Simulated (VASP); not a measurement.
A run of VASP 6.6.1 is set up as follows.

Contents of POSCAR:

```
Zn
1.0
   -1.5468006527      1.5468006527      1.5468006527
    1.5468006527     -1.5468006527      1.5468006527
    1.5468006527      1.5468006527     -1.5468006527
Zn
1
Direct
    0.0000000000      0.0000000000      0.0000000000
```

The input INCAR.step1:

```
ALGO = Normal ; EDIFF = 1E-5
ENCUT = 520 ; GGA = PE
ISIF = 2 ; ISMEAR = -1
LASPH = True ; LCHARG = False
LREAL = False ; LWAVE = True
NBANDS = 12 ; NELM = 100
PREC = Accurate ; SIGMA = 0.05
```

INCAR.step2

```
AEXX = 0.25 ; ALGO = Normal
EDIFF = 1E-6 ; ENCUT = 520
GGA = PS ; HFSCREEN = 0.207
ISIF = 2 ; ISMEAR = -1
ISTART = 1 ; LASPH = True
LCHARG = False ; LHFCALC = True
LREAL = False ; LWAVE = False
NBANDS = 12 ; NELM = 100
PREC = Accurate ; PRECFOCK = Normal
SIGMA = 0.05
```

The input KPOINTS:

```
k-points
0
Gamma
  6 6 6
```

Potentials or basis: VASP PAW PBE potentials, release 64 (Zn).

Command:

```sh
$ cat potpaw_PBE.64/Zn/POTCAR > POTCAR
$ cp INCAR.step1 INCAR
$ mpirun -np 1 vasp_std > vasp.out
$ cp INCAR.step2 INCAR
$ mpirun -np 1 vasp_std > vasp.out
```

Task: What does it give for the band gap on the k mesh?

Result: Zero (bands 6 and 7 overlap by 5.83 eV).

Task: Predict the pressure.

Result: 0.0 GPa.

Caveat: the k points lie up to 0.48 Å⁻¹ apart, too coarse for converged energies and pressures of a metal; the PAW data sets were made with another functional, which shifts forces and pressure a little.
